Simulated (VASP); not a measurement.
Here is a VASP 6.6.1 calculation.

The input INCAR:

```
SYSTEM = NaF
PREC     = Accurate       ! precision mode
ENCUT    = 520            ! plane-wave cutoff, eV
EDIFF    = 1E-6           ! SCF threshold, eV
ISMEAR   = -1             ! smearing method
SIGMA    = 0.05           ! smearing width, eV
LREAL    = .False.        ! projectors in reciprocal space
LASPH    = .True.         ! aspherical terms in the spheres
NELM     = 100            ! most SCF steps
ALGO     = Normal         ! electronic algorithm
ISIF     = 2              ! what is computed and relaxed
LWAVE    = .False.        ! write WAVECAR
LCHARG   = .False.        ! write CHGCAR
GGA      = PS             ! functional
NBANDS   = 14             ! bands
```

KPOINTS

```
Automatic mesh
0
Gamma
  18 18 18
  0 0 0
```

File POSCAR:

```
NaF
1.0
    0.0000000000      2.3151034937      2.3151034937
    2.3151034937      0.0000000000      2.3151034937
    2.3151034937      2.3151034937      0.0000000000
Na F
1 1
Direct
    0.0000000000      0.0000000000      0.0000000000
    0.5000000000      0.5000000000      0.5000000000
```

Potentials or basis: VASP PAW PBE potentials, release 64 (Na_pv, F).

Run with:

```bash
$ cat potpaw_PBE.64/Na_pv/POTCAR potpaw_PBE.64/F/POTCAR > POTCAR
$ mpirun -np 1 vasp_std > vasp.out
```

Problem. Estimate the band gap on the k mesh.

Solution. 6.17 eV.

Problem. Predict the pressure.

Solution. -0.1 GPa.

Caveat: the PAW data sets were made with another functional, which shifts forces and pressure a little. A k mesh can miss the band edges.
